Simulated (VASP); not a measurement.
# Ca (Fm-3m) in VASP: single point with PBEsol

Aim: the single point of Ca with PBEsol.

Everything below comes from runs of VASP 6.6.1. Logs are shortened: lines on timing, memory, paths and dates and some standing lists are left out, and cuts for length are marked.

## (1) The cell of the first run

It takes space group Fm-3m (No. 225, cubic). Conventional cell: a = 5.460 Å, b = 5.460 Å, c = 5.460 Å, α = 90.00°, β = 90.00°, γ = 90.00°. Ca (site symmetry m-3m) has 12 Ca at 3.86 Å within 5.1 Å.

## (2) Single point, PBEsol

Contents of INCAR:

```
PREC     = Accurate       # precision mode
ENCUT    = 520            # plane-wave cutoff, eV
EDIFF    = 1E-6           # SCF threshold, eV
ISMEAR   = -1             # smearing method
SIGMA    = 0.13605693000000002 # smearing width, eV
LREAL    = F              # projectors in reciprocal space
LASPH    = T              # aspherical terms in the spheres
NELM     = 80             # most SCF steps
ALGO     = Normal         # electronic algorithm
ISIF     = 2              # what is computed and relaxed
LWAVE    = F              # write WAVECAR
LCHARG   = F              # write CHGCAR
GGA      = PS             # functional
NBANDS   = 11             # bands
```

Contents of KPOINTS:

```
regular mesh
0
Gamma
  10 10 10
```

Contents of POSCAR:

```
Ca
1.0
    0.0000000000      2.7300260746      2.7300260746
    2.7300260746      0.0000000000      2.7300260746
    2.7300260746      2.7300260746      0.0000000000
Ca
1
Direct
    0.0000000000      0.0000000000      0.0000000000
```

Potentials or basis: VASP PAW PBE potentials, release 64 (Ca_sv).

Launch:

```console
$ cat potpaw_PBE.64/Ca_sv/POTCAR > POTCAR
$ mpirun -np 1 vasp_std > vasp.out
```

OUTCAR:

```text
PREC = Accurate
   ENCUT = 520
   EDIFF = 1E-6
   ISMEAR = -1
   LREAL = F
   LASPH = T
   NELM = 80
   ISIF = 2
   GGA = PS

 ion  position               nearest neighbor table
   1  0.000  0.000  0.000-

  LATTYP: Found a face centered cubic cell.
 ALAT       =     5.4600521492

  Lattice vectors:

 A1 = (   0.0000000000,   2.7300260746,   2.7300260746)
 A2 = (   2.7300260746,   0.0000000000,   2.7300260746)
 A3 = (   2.7300260746,   2.7300260746,   0.0000000000)

Analysis of symmetry for initial positions (statically):
=====================================================================
 Subroutine PRICEL returns:
 Original cell was already a primitive cell.

 Routine SETGRP: Setting up the symmetry group for a
 face centered cubic supercell.

 Subroutine GETGRP returns: Found 48 space group operations
 (whereof 48 operations were pure point group operations)
 out of a pool of 48 trial point group operations.

The static configuration has the point symmetry O_h .

Analysis of symmetry for dynamics (positions and initial velocities):
=====================================================================
 Subroutine PRICEL returns:
 Original cell was already a primitive cell.

 Routine SETGRP: Setting up the symmetry group for a
 face centered cubic supercell.

 Subroutine GETGRP returns: Found 48 space group operations
 (whereof 48 operations were pure point group operations)
 out of a pool of 48 trial point group operations.

The dynamic configuration has the point symmetry O_h .

 Subroutine INISYM returns: Found 48 space group operations
 (whereof 48 operations are pure point group operations),
 and found     1 'primitive' translations

----------------------------------------------------------------------------------------

                                     Primitive cell

  volume of cell :      40.6940

  direct lattice vectors                    reciprocal lattice vectors
     0.000000000  2.730026075  2.730026075    -0.183148434  0.183148434  0.183148434
     2.730026075  0.000000000  2.730026075     0.183148434 -0.183148434  0.183148434
     2.730026075  2.730026075  0.000000000     0.183148434  0.183148434 -0.183148434

  length of vectors
     3.860839900  3.860839900  3.860839900     0.317222393  0.317222393  0.317222393

  position of ions in fractional coordinates (direct lattice)
     0.000000000  0.000000000  0.000000000

  ion indices of the primitive-cell ions
   primitive index   ion index
                 1           1

----------------------------------------------------------------------------------------

 KPOINTS: regular mesh

Automatic generation of k-mesh.
 Grid dimensions read from file:
 generate k-points for:   10   10   10

 Generating k-lattice:

  Cartesian coordinates                     Fractional coordinates (reciprocal lattice)
    -0.018314843  0.018314843  0.018314843     0.100000000  0.000000000  0.000000000
     0.018314843 -0.018314843  0.018314843     0.000000000  0.100000000  0.000000000
     0.018314843  0.018314843 -0.018314843     0.000000000  0.000000000  0.100000000

  Length of vectors
     0.031722239  0.031722239  0.031722239

  Shift w.r.t. Gamma in fractional coordinates (k-lattice)
     0.000000000  0.000000000  0.000000000

 Subroutine IBZKPT returns following result:
 ===========================================

 Found     47 irreducible k-points:

 Following reciprocal coordinates:
            Coordinates               Weight
  0.000000  0.000000  0.000000      1.000000
  0.100000  0.000000  0.000000      8.000000
  0.200000  0.000000  0.000000      8.000000
  0.300000  0.000000  0.000000      8.000000
  0.400000  0.000000  0.000000      8.000000
  0.500000  0.000000  0.000000      4.000000
[... 16 lines left out ...]
  0.300000  0.300000  0.000000      6.000000
  0.400000  0.300000  0.000000     24.000000
 [... further k-points ...]
   k-points           NKPTS =     47   k-points in BZ     NKDIM =     47   number of bands    NBANDS=     11
   number of dos      NEDOS =    301   number of ions     NIONS =      1
   total plane-waves  NPLWV =  27000
   dimension x,y,z NGX =    30 NGY =   30 NGZ =   30
   dimension x,y,z NGXF=    60 NGYF=   60 NGZF=   60
   ions per type =               1
   NGX,Y,Z   is equivalent  to a cutoff of  12.92, 12.92, 12.92 a.u.
   NGXF,Y,Z  is equivalent  to a cutoff of  25.84, 25.84, 25.84 a.u.
 SYSTEM =  unknown system
   PREC   = accura    normal or accurate (medium, high low for compatibility)
   ISTART =      0    job   : 0-new  1-cont  2-samecut
   ICHARG =      2    charge: 1-file 2-atom 10-const
   ISPIN  =      1    spin polarized calculation?
   LNONCOLLINEAR =      F non collinear calculations
   LSORBIT =      F    spin-orbit coupling
   LASPH  =      T    aspherical Exc in radial PAW
   ENCUT  =  520.0 eV  38.22 Ry    6.18 a.u.   7.18  7.18  7.18*2*pi/ulx,y,z
   NELM   =     80;   NELMIN=  2; NELMDL= -5     # of ELM steps
   EDIFF  = 0.1E-05   stopping-criterion for ELM
   LREAL  =      F    real-space projection
   EDIFFG = 0.1E-04   stopping-criterion for IOM
   NSW    =      0    number of steps for IOM
   IBRION =     -1    ionic relax: 0-MD 1-quasi-New 2-CG
   NFREE  =      0    steps in history (QN), initial steepest desc. (CG)
   ISIF   =      2    stress and relaxation
   ISYM   =      2    0-nonsym 1-usesym 2-fastsym
   POTIM  = 0.5000    time-step for ionic-motion
   TEBEG  =    0.0;   TEEND  =   0.0 temperature during run
   PSTRESS=    0.0 pullay stress
   NELECT =      10.0000    total number of electrons
   NUPDOWN=      -1.0000    fix difference up-down
   EMIN   =  10.00;   EMAX   =-10.00  energy-range for DOS
   EFERMI =   0.00;   METHOD = LEGACY
   ISMEAR =    -1;   SIGMA  =   0.14  broadening in eV -4-tet -1-fermi 0-gaus
   EFERMI_NEDOS =   21; number of points for ismear=-14 and -15
   IALGO  =     38    algorithm
   IMIX   =      4    mixing-type and parameters
     AMIX     =   0.40;   BMIX     =  1.00
     AMIX_MAG =   1.60;   BMIX_MAG =  1.00
  volume/ion in A,a.u.               =      40.69       274.62
  Fermi-wavevector in a.u.,A,eV,Ry     =   1.025411  1.937746 14.306091  1.051468
  Thomas-Fermi vector in A             =   2.159250
   LORBIT       =      0    0 simple, 1 ext, 2 COOP (PROOUT), +10 PAW based schemes
   GGA     = PS    functional components
   LHFCALC =     F    Hartree Fock is set to
   AEXX    =    0.0000 exact exchange contribution
   IVDW    =     0    specifies the selected vdW correction
   LEPSILON=     F    determine dielectric tensor
   LRPA    =     F    only Hartree local field effects (RPA)
 non-spin polarized calculation
  energy-cutoff  :      520.00
  volume of cell :       40.69
 maximum number of plane-waves:      1109
 NGX is ok and might be reduce to    30
   NGX = 15   NGY = 15   NGZ = 15

 number of electron      10.0000002 magnetization

 Free energy of the ion-electron system (eV)
  ---------------------------------------------------
  ext. energy  EPLUGINS =         0.00000000
  ---------------------------------------------------
  free energy    TOTEN  =        -2.17228682 eV

  energy without entropy =       -2.10009878  energy(sigma->0) =       -2.13619280

 E-fermi :   2.0309     XC(G=0):  -7.9250

 val. band max:        2.0292877905   @ k =  -0.4000   0.3000   0.0000
 cond. band min:       2.0509337213   @ k =  -0.3000   0.4000   0.1000
 fundamental gap:      0.0216459308
 Fermi energy:         2.0309262857

 k-point     1 :       0.0000    0.0000    0.0000
  band No.  band energies     occupation
      1     -39.7071      2.00000
      2     -20.6950      2.00000
      3     -20.6950      2.00000
      4     -20.6950      2.00000
      5      -2.0637      2.00000
      6       4.4166      0.00000
      7       4.4166      0.00000
      8       4.4166      0.00000
      9       5.5455      0.00000
     10       5.5455      0.00000
     11      11.3204      0.00000

 k-point     2 :       0.1000    0.0000    0.0000
  band No.  band energies     occupation
      1     -39.7055      2.00000
      2     -20.7108      2.00000
      3     -20.6972      2.00000
      4     -20.6972      2.00000
      5      -1.8874      2.00000
      6       4.2274      0.00000
      7       4.4821      0.00000
      8       4.4821      0.00000
      9       5.4896      0.00000
     10       5.4896      0.00000
     11      11.5205      0.00000

 k-point     3 :       0.2000    0.0000    0.0000
  band No.  band energies     occupation
      1     -39.7013      2.00000
      2     -20.7516      2.00000
      3     -20.7028      2.00000
      4     -20.7028      2.00000
      5      -1.3773      2.00000
      6       3.7580      0.00001
      7       4.5749      0.00000
      8       4.5750      0.00000
      9       5.4642      0.00000
     10       5.4642      0.00000
     11      10.4598      0.00000

 k-point     4 :       0.3000    0.0000    0.0000
  band No.  band energies     occupation
      1     -39.6962      2.00000
      2     -20.8014      2.00000
      3     -20.7096      2.00000
      4     -20.7096      2.00000
      5      -0.5924      2.00000
      6       3.1532      0.00052
      7       4.4984      0.00000
      8       4.4984      0.00000
      9       5.7154      0.00000
     10       5.7154      0.00000
     11       8.9620      0.00000

 k-point     5 :       0.4000    0.0000    0.0000
  band No.  band energies     occupation
      1     -39.6921      2.00000
      2     -20.8413      2.00000
      3     -20.7151      2.00000
      4     -20.7151      2.00000
      5       0.3467      1.99999
      6       2.4608      0.08145
      7       4.3576      0.00000
      8       4.3576      0.00000
      9       6.0902      0.00000
     10       6.0902      0.00000
     11       7.8672      0.00000
[... 211 lines left out ...]
 k-point    21 :      -0.3000    0.2000    0.0000
  band No.  band energies     occupation
      1     -39.6905      2.00000
      2     -20.8180      2.00000
      3     -20.7552      2.00000
      4     -20.7173      2.00000
      5       0.5419      1.99996
      6       2.8379      0.00530
      7       3.6460      0.00001
      8       4.7559      0.00000
      9       5.5675      0.00000
     10       6.5328      0.00000
     11       8.2539      0.00000

 k-point    22 :      -0.2000    0.2000    0.0000
  band No.  band energies     occupation
      1     -39.6945      2.00000
      2     -20.7935      2.00000
      3     -20.7399      2.00000
      4     -20.7089      2.00000
      5      -0.3272      2.00000
      6       3.2578      0.00024
      7       3.9969      0.00000
      8       4.8976      0.00000
      9       5.1213      0.00000
     10       6.2078      0.00000
     11       9.4055      0.00000

 k-point    23 :       0.3000    0.3000    0.0000
  band No.  band energies     occupation
      1     -39.6927      2.00000
      2     -20.7964      2.00000
      3     -20.7336      2.00000
      4     -20.7336      2.00000
      5      -0.1437      2.00000
      6       3.0935      0.00081
      7       3.9301      0.00000
      8       5.3110      0.00000
      9       5.3110      0.00000
     10       5.9988      0.00000
     11      10.3289      0.00000

 k-point    24 :       0.4000    0.3000    0.0000
  band No.  band energies     occupation
      1     -39.6894      2.00000
      2     -20.8179      2.00000
      3     -20.7452      2.00000
      4     -20.7402      2.00000
      5       0.5157      1.99997
      6       2.8593      0.00453
      7       3.5549      0.00003
      8       5.4280      0.00000
      9       5.7504      0.00000
     10       6.2157      0.00000
     11       8.9013      0.00000

 [... further k-points ...]
[... 5 lines left out ...]
  --------------------------------------------------------------------------------------
  -------------------------------------------------------------------------------------
  Total       -0.0050628     -0.0050628     -0.0050628      0.0000000     -0.0000000     -0.0000000
  in kB       -0.1993294     -0.1993294     -0.1993294      0.0000000     -0.0000000     -0.0000000
  external PRESSURE =      -0.1993294 kB  Pullay stress =       0.0000000 kB

 VOLUME and BASIS-vectors are now :
 -----------------------------------------------------------------------------
  energy-cutoff  :      520.00
  volume of cell :       40.69
      direct lattice vectors                 reciprocal lattice vectors
     0.000000000  2.730026075  2.730026075    -0.183148434  0.183148434  0.183148434
     2.730026075  0.000000000  2.730026075     0.183148434 -0.183148434  0.183148434
     2.730026075  2.730026075  0.000000000     0.183148434  0.183148434 -0.183148434

 POSITION                                       TOTAL-FORCE (eV/Angst)
 -----------------------------------------------------------------------------------
      0.00000      0.00000      0.00000        -0.000000      0.000000     -0.000000
 -----------------------------------------------------------------------------------
    total drift:                               -0.000000     -0.000000      0.000000

  FREE ENERGIE OF THE ION-ELECTRON SYSTEM (eV)
  ---------------------------------------------------
  free  energy   TOTEN  =        -2.1722868244 eV

  energy  without entropy=       -2.1000987773  energy(sigma->0) =       -2.13619280
```

Run time: 22 s. Hardware: 1 thread of Intel Xeon Platinum 8375C at 2.90GHz (Ice Lake), shared host; peak memory 0.17 GiB.

What came out:

| Property | Result |
| --- | --- |
| Free energy | -2.1723 eV |
| Pressure | 0.0 GPa |
| Band gap on the k mesh | zero (band 5 reaches 2.13 eV, above the bottom of band 6 at 1.91 eV) |

Caveat: the PAW data sets were made with another functional, which shifts forces and pressure a little.
